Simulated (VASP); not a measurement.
Wanted: the native input for a VASP 6.6.1 run.

```yaml
Task: single point
Functional: PBE
Dispersion: D3(BJ)
Potentials_or_basis: VASP PAW PBE potentials, release 64 (C, Al)
Cutoff: 520 eV
k_mesh: 2 × 2 × 1
Occupations: gaussian, width 0.05 eV
Spin: collinear spin, zero start
Starting_moments: "[0.0, 0.0, 0.0, 0.0, 0.0, 0.0, 0.0, 0.0, 0.0, 0.0, 0.0, 0.0, 0.0, 0.0, 0.0, 0.0, 0.0, 0.0, 0.0] μB"
Dipole_correction: no
Further_INCAR_settings: LREAL = Auto; ALGO = Normal; EDIFF = 1e-07; NBANDS = 56
```

The structure of AlC18 lies in POSCAR:

```
AlC18
1.0
    7.3980000000      0.0000000000      0.0000000000
   -3.6990000000      6.4068560000      0.0000000000
    0.0000000000      0.0000000000     11.0000000000
C Al
18 1
Direct
    0.0017136917      0.0007050260      0.0891531818
    0.2254345849      0.1129221571      0.0879509091
    0.0027821523      0.3338311334      0.0893207273
    0.2250179063      0.4449584945      0.0892449091
    0.0020307089      0.6659611204      0.0900689091
    0.2252444977      0.7771732344      0.0891420909
    0.3374624016      0.0008996612      0.0879406364
    0.5597322048      0.1122840907      0.0886932727
    0.3368224110      0.3351898341      0.0886996364
    0.5584194435      0.4449848725      0.0891729091
    0.3366503774      0.6666357102      0.0894142727
    0.5583709980      0.7782424016      0.0893175455
    0.6694987418      0.0004776134      0.0892426364
    0.8911776814      0.1121088097      0.0894210000
    0.6695249804      0.3338804556      0.0891727273
    0.8913341054      0.4441891624      0.0898840000
    0.6687299587      0.6667946025      0.0898843636
    0.8905009645      0.7774947650      0.0900720000
    0.1696168908     -0.0552598654      0.2874769091
```

One way to write it, as run:

INCAR

```
ALGO     = Normal         # electronic algorithm
EDIFF    = 1E-7           # SCF threshold, eV
ENCUT    = 520            # plane-wave cutoff, eV
GGA      = PE             # functional
ISIF     = 2              # what is computed and relaxed
ISMEAR   = 0              # smearing method
ISPIN    = 2              # spin polarisation
IVDW     = 12             # dispersion correction
LASPH    = T              # aspherical terms in the spheres
LCHARG   = F              # write CHGCAR
LORBIT   = 11             # projections on sites
LREAL    = Auto         
LWAVE    = F              # write WAVECAR
MAGMOM   = 0 0 0 0 0 0 0 0 0 0 0 0 0 0 0 0 0 0 0 # initial moments
NBANDS   = 56             # bands
NELM     = 150            # most SCF steps
PREC     = Accurate       # precision mode
SIGMA    = 0.05           # smearing width, eV
```

KPOINTS

```
k-points
0
Gamma
  2 2 1
```

Potentials or basis: VASP PAW PBE potentials, release 64 (C, Al).

The run is started by

```console
$ cat potpaw_PBE.64/C/POTCAR potpaw_PBE.64/Al/POTCAR > POTCAR
$ mpirun -np 1 vasp_std > vasp.out
```

Results of the run:

```yaml
Largest_force: 0.114 eV/Å
Net_moment: 0.00 μB per cell
Valence_electrons_inside_the_program's_atomic_spheres: C 2.65, 2.66; Al 0.75
Dispersion_energy_per_atom: -0.095 eV
```

Caveat: the k points lie up to 0.49 Å⁻¹ apart.

Wall time 4.9 min on 1 thread of AMD EPYC 9R45 96-Core Processor (Zen 5), with other jobs on the host, peak memory 0.76 GiB.
